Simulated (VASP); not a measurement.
# Pt (Im-3m) in VASP: further runs, part 2 of 2

VASP 6.6.1. Earlier steps stand in the parts before.

## (4) Single point, r2SCAN

POSCAR reads:

```
Pt
1.0
   -1.5704377197      1.5704377197      1.5704377197
    1.5704377197     -1.5704377197      1.5704377197
    1.5704377197      1.5704377197     -1.5704377197
Pt
1
Direct
    0.0000000000      0.0000000000      0.0000000000
```

INCAR.step1 reads:

```
ALGO = Normal ; EDIFF = 1E-4
ENCUT = 520 ; GGA = PE
ISMEAR = -1 ; LASPH = True
LCHARG = False ; LREAL = False
LWAVE = True ; NBANDS = 11
NELM = 60 ; PREC = Accurate
SIGMA = 0.1
```

INCAR.step2 reads:

```
ALGO = Normal ; EDIFF = 1E-7
ENCUT = 520 ; ISIF = 2
ISMEAR = -1 ; ISTART = 1
LASPH = True ; LCHARG = False
LMIXTAU = True ; LREAL = False
LWAVE = False ; METAGGA = R2SCAN
NBANDS = 11 ; NELM = 60
PREC = Accurate ; SIGMA = 0.1
```

KPOINTS reads:

```
k-points
0
Gamma
  16 16 16
```

Potentials or basis: VASP PAW PBE potentials, release 64 (Pt).

Run with:

```console
$ cat potpaw_PBE.64/Pt/POTCAR > POTCAR
$ cp INCAR.step1 INCAR
$ mpirun -np 1 vasp_std > vasp.out
$ cp INCAR.step2 INCAR
$ mpirun -np 1 vasp_std > vasp.out
```

OUTCAR:

```text
EDIFF = 1E-7
   ENCUT = 520
   ISIF = 2
   ISMEAR = -1
   ISTART = 1
   LASPH = True
   LREAL = False
   METAGGA = R2SCAN
   NELM = 60
   PREC = Accurate

 ion  position               nearest neighbor table
   1  0.000  0.000  0.000-

  LATTYP: Found a body centered cubic cell.
 ALAT       =     3.1408754394

  Lattice vectors:

 A1 = (  -1.5704377197,   1.5704377197,   1.5704377197)
 A2 = (   1.5704377197,  -1.5704377197,   1.5704377197)
 A3 = (   1.5704377197,   1.5704377197,  -1.5704377197)

Analysis of symmetry for initial positions (statically):
=====================================================================
 Subroutine PRICEL returns:
 Original cell was already a primitive cell.

 Routine SETGRP: Setting up the symmetry group for a
 body centered cubic supercell.

 Subroutine GETGRP returns: Found 48 space group operations
 (whereof 48 operations were pure point group operations)
 out of a pool of 48 trial point group operations.

The static configuration has the point symmetry O_h .

Analysis of symmetry for dynamics (positions and initial velocities):
=====================================================================
 Subroutine PRICEL returns:
 Original cell was already a primitive cell.

 Routine SETGRP: Setting up the symmetry group for a
 body centered cubic supercell.

 Subroutine GETGRP returns: Found 48 space group operations
 (whereof 48 operations were pure point group operations)
 out of a pool of 48 trial point group operations.

The dynamic configuration has the point symmetry O_h .

 Subroutine INISYM returns: Found 48 space group operations
 (whereof 48 operations are pure point group operations),
 and found     1 'primitive' translations

----------------------------------------------------------------------------------------

                                     Primitive cell

  volume of cell :      15.4925

  direct lattice vectors                    reciprocal lattice vectors
    -1.570437720  1.570437720  1.570437720     0.000000000  0.318382572  0.318382572
     1.570437720 -1.570437720  1.570437720     0.318382572  0.000000000  0.318382572
     1.570437720  1.570437720 -1.570437720     0.318382572  0.318382572  0.000000000

  length of vectors
     2.720077921  2.720077921  2.720077921     0.450260951  0.450260951  0.450260951

  position of ions in fractional coordinates (direct lattice)
     0.000000000  0.000000000  0.000000000

  ion indices of the primitive-cell ions
   primitive index   ion index
                 1           1

----------------------------------------------------------------------------------------

 KPOINTS: k-points

Automatic generation of k-mesh.
 Grid dimensions read from file:
 generate k-points for:   16   16   16

 Generating k-lattice:

  Cartesian coordinates                     Fractional coordinates (reciprocal lattice)
     0.000000000  0.019898911  0.019898911     0.062500000  0.000000000  0.000000000
     0.019898911  0.000000000  0.019898911     0.000000000  0.062500000  0.000000000
     0.019898911  0.019898911  0.000000000     0.000000000  0.000000000  0.062500000

  Length of vectors
     0.028141309  0.028141309  0.028141309

  Shift w.r.t. Gamma in fractional coordinates (k-lattice)
     0.000000000  0.000000000  0.000000000

 Subroutine IBZKPT returns following result:
 ===========================================

 Found    145 irreducible k-points:

 Following reciprocal coordinates:
            Coordinates               Weight
  0.000000  0.000000  0.000000      1.000000
  0.062500  0.000000  0.000000     12.000000
  0.125000  0.000000  0.000000     12.000000
  0.187500  0.000000  0.000000     12.000000
  0.250000  0.000000  0.000000     12.000000
  0.312500  0.000000  0.000000     12.000000
[... 16 lines left out ...]
  0.187500  0.187500  0.000000     24.000000
  0.250000  0.187500  0.000000     48.000000
 [... further k-points ...]
   k-points           NKPTS =    145   k-points in BZ     NKDIM =    145   number of bands    NBANDS=     11
   number of dos      NEDOS =    301   number of ions     NIONS =      1
   total plane-waves  NPLWV =   8000
   dimension x,y,z NGX =    20 NGY =   20 NGZ =   20
   dimension x,y,z NGXF=    40 NGYF=   40 NGZF=   40
   ions per type =               1
   NGX,Y,Z   is equivalent  to a cutoff of  12.22, 12.22, 12.22 a.u.
   NGXF,Y,Z  is equivalent  to a cutoff of  24.45, 24.45, 24.45 a.u.
 SYSTEM =  unknown system
   PREC   = accura    normal or accurate (medium, high low for compatibility)
   ISTART =      1    job   : 0-new  1-cont  2-samecut
   ICHARG =      0    charge: 1-file 2-atom 10-const
   ISPIN  =      1    spin polarized calculation?
   LNONCOLLINEAR =      F non collinear calculations
   LSORBIT =      F    spin-orbit coupling
   LASPH  =      T    aspherical Exc in radial PAW
   ENCUT  =  520.0 eV  38.22 Ry    6.18 a.u.   5.06  5.06  5.06*2*pi/ulx,y,z
   NELM   =     60;   NELMIN=  2; NELMDL=  0     # of ELM steps
   EDIFF  = 0.1E-06   stopping-criterion for ELM
   LREAL  =      F    real-space projection
   EDIFFG = 0.1E-05   stopping-criterion for IOM
   NSW    =      0    number of steps for IOM
   IBRION =     -1    ionic relax: 0-MD 1-quasi-New 2-CG
   NFREE  =      0    steps in history (QN), initial steepest desc. (CG)
   ISIF   =      2    stress and relaxation
   ISYM   =      2    0-nonsym 1-usesym 2-fastsym
   POTIM  = 0.5000    time-step for ionic-motion
   TEBEG  =    0.0;   TEEND  =   0.0 temperature during run
   PSTRESS=    0.0 pullay stress
   NELECT =      10.0000    total number of electrons
   NUPDOWN=      -1.0000    fix difference up-down
   EMIN   =  10.00;   EMAX   =-10.00  energy-range for DOS
   EFERMI =   0.00;   METHOD = LEGACY
   ISMEAR =    -1;   SIGMA  =   0.10  broadening in eV -4-tet -1-fermi 0-gaus
   EFERMI_NEDOS =   21; number of points for ismear=-14 and -15
   IALGO  =     38    algorithm
   IMIX   =      4    mixing-type and parameters
     AMIX     =   0.40;   BMIX     =  1.00
     AMIX_MAG =   1.60;   BMIX_MAG =  1.00
  volume/ion in A,a.u.               =      15.49       104.55
  Fermi-wavevector in a.u.,A,eV,Ry     =   1.414819  2.673620 27.234943  2.001712
  Thomas-Fermi vector in A             =   2.536321
   LORBIT       =      0    0 simple, 1 ext, 2 COOP (PROOUT), +10 PAW based schemes
   METAGGA = R2SCAN    functional components
   LHFCALC =     F    Hartree Fock is set to
   AEXX    =    0.0000 exact exchange contribution
   IVDW    =     0    specifies the selected vdW correction
   LEPSILON=     F    determine dielectric tensor
   LRPA    =     F    only Hartree local field effects (RPA)
 non-spin polarized calculation
  energy-cutoff  :      520.00
  volume of cell :       15.49
 maximum number of plane-waves:       430
   NGX = 11   NGY = 11   NGZ = 11

 number of electron       9.9999997 magnetization

 Free energy of the ion-electron system (eV)
  ---------------------------------------------------
  ext. energy  EPLUGINS =         0.00000000
  ---------------------------------------------------
  free energy    TOTEN  =       -51.41772757 eV

  energy without entropy =      -51.38187648  energy(sigma->0) =      -51.39980203

 E-fermi :  10.3403     XC(G=0): -14.4160

 val. band max:       10.3208976788   @ k =   0.3125   0.0625   0.0000
 cond. band min:      10.3406789889   @ k =  -0.4375   0.4375   0.4375
 fundamental gap:      0.0197813101
 Fermi energy:        10.3402600704

 k-point     1 :       0.0000    0.0000    0.0000
  band No.  band energies     occupation
      1       0.3610      2.00000
      2       6.5918      2.00000
      3       6.5918      2.00000
      4       6.5918      2.00000
      5       9.1666      1.99998
      6       9.1666      1.99998
      7      28.3949      0.00000
      8      28.3949      0.00000
      9      28.3949      0.00000
     10      39.0613      0.00000
     11      39.0613      0.00000

 k-point     2 :       0.0625    0.0000    0.0000
  band No.  band energies     occupation
      1       0.5300      2.00000
      2       6.5254      2.00000
      3       6.5925      2.00000
      4       6.7283      2.00000
      5       9.0812      1.99999
      6       9.1708      1.99998
      7      28.4746      0.00000
      8      28.5321      0.00000
      9      28.6426      0.00000
     10      36.8093      0.00000
     11      37.3715      0.00000
[... 295 lines left out ...]
 k-point    24 :       0.2500    0.1875    0.0000
  band No.  band energies     occupation
      1       4.1266      2.00000
      2       5.5990      2.00000
      3       6.4141      2.00000
      4       8.7059      2.00000
      5       9.5601      1.99918
      6      11.7766      0.00000
      7      21.3142      0.00000
      8      24.4980      0.00000
      9      27.7703      0.00000
     10      32.4601      0.00000
     11      36.7662      0.00000

 [... further k-points ...]
[... 5 lines left out ...]
  --------------------------------------------------------------------------------------
  -------------------------------------------------------------------------------------
  Total        0.0635134      0.0635134      0.0635134      0.0000000     -0.0000000     -0.0000000
  in kB        6.5683157      6.5683157      6.5683157      0.0000000     -0.0000000     -0.0000000
  external PRESSURE =       6.5683157 kB  Pullay stress =       0.0000000 kB

 VOLUME and BASIS-vectors are now :
 -----------------------------------------------------------------------------
  energy-cutoff  :      520.00
  volume of cell :       15.49
      direct lattice vectors                 reciprocal lattice vectors
    -1.570437720  1.570437720  1.570437720     0.000000000  0.318382572  0.318382572
     1.570437720 -1.570437720  1.570437720     0.318382572  0.000000000  0.318382572
     1.570437720  1.570437720 -1.570437720     0.318382572  0.318382572  0.000000000

 POSITION                                       TOTAL-FORCE (eV/Angst)
 -----------------------------------------------------------------------------------
      0.00000      0.00000      0.00000        -0.000000      0.000000     -0.000000
 -----------------------------------------------------------------------------------
    total drift:                                0.000000     -0.000000      0.000000

  FREE ENERGIE OF THE ION-ELECTRON SYSTEM (eV)
  ---------------------------------------------------
  free  energy   TOTEN  =       -51.4177275722 eV

  energy  without entropy=      -51.3818764802  energy(sigma->0) =      -51.39980203
```

OUTCAR.step1:

```text
EDIFF = 1E-4
   ENCUT = 520
   GGA = PE
   ISMEAR = -1
   LASPH = True
[... 552 lines left out ...]

 POSITION                                       TOTAL-FORCE (eV/Angst)
 -----------------------------------------------------------------------------------
      0.00000      0.00000      0.00000        -0.000000      0.000000     -0.000000
 -----------------------------------------------------------------------------------
    total drift:                                0.000000     -0.000000      0.000000

  FREE ENERGIE OF THE ION-ELECTRON SYSTEM (eV)
  ---------------------------------------------------
  free  energy   TOTEN  =        -6.0088269975 eV

  energy  without entropy=       -5.9703417261  energy(sigma->0) =       -5.98958436
```

OSZICAR.step1:

```text
N       E                     dE             d eps       ncg     rms          rms(c)
DAV:   1     0.397929692769E+02    0.39793E+02   -0.53026E+03  3238   0.839E+02
DAV:   2    -0.575054276528E+01   -0.45544E+02   -0.43636E+02  3628   0.175E+02
DAV:   3    -0.636498707623E+01   -0.61444E+00   -0.61227E+00  3729   0.193E+01
DAV:   4    -0.636736266994E+01   -0.23756E-02   -0.23754E-02  3667   0.143E+00
DAV:   5    -0.636738206162E+01   -0.19392E-04   -0.19391E-04  3748   0.120E-01    0.116E+01
DAV:   6    -0.604594305689E+01    0.32144E+00   -0.73114E-01  3403   0.672E+00    0.618E+00
DAV:   7    -0.601194959476E+01    0.33993E-01   -0.12280E-01  3685   0.270E+00    0.242E+00
DAV:   8    -0.600900522965E+01    0.29444E-02   -0.52775E-03  3456   0.630E-01    0.513E-01
DAV:   9    -0.600882345257E+01    0.18178E-03   -0.15191E-04  3337   0.108E-01    0.335E-02
DAV:  10    -0.600882699746E+01   -0.35449E-05   -0.30355E-06  1823   0.144E-02
   1 F= -.60088270E+01 E0= -.59895844E+01  d E =-.384853E-01
```

Run time: 32 s. Hardware: 1 thread of Intel Xeon 6975P-C (Granite Rapids), shared host; peak memory 0.14 GiB.

What came out:

* Free energy: -51.4177 eV
* Pressure: 0.7 GPa
* Band gap on the k mesh: zero (band 5 reaches 11.43 eV, above the bottom of band 6 at 9.02 eV)

Caveat: the PAW data sets were made with another functional, which shifts forces and pressure a little; spin-orbit coupling is left out, which moves the levels of the heavy elements.

## (5) Summary

| cell | k mesh | gap on the mesh (eV) | pressure (GPa) |
| --- | --- | --- | --- |
| a = 2.720 Å, angles 109.5°, 1 atom | 14 × 14 × 14 | none | 0.6 |
| a = 2.683 Å, angles 109.5°, 1 atom | 16 × 16 × 16 | none | 12.7 |
| a = 2.720 Å, angles 109.5°, 1 atom | 16 × 16 × 16 | none | 0.7 |

Alike in all rows: task single point; level r2SCAN; potentials or basis VASP PAW PBE potentials, release 64 (Pt); no spin polarisation; cutoff (eV) 520; smearing fermi-dirac 0.1 eV.

Caveats: the PAW data sets were made with another functional, which shifts forces and pressure a little; spin-orbit coupling is left out, which moves the levels of the heavy elements.

Total energies depend on the potentials used, so only differences within one code and one set of settings carry meaning.
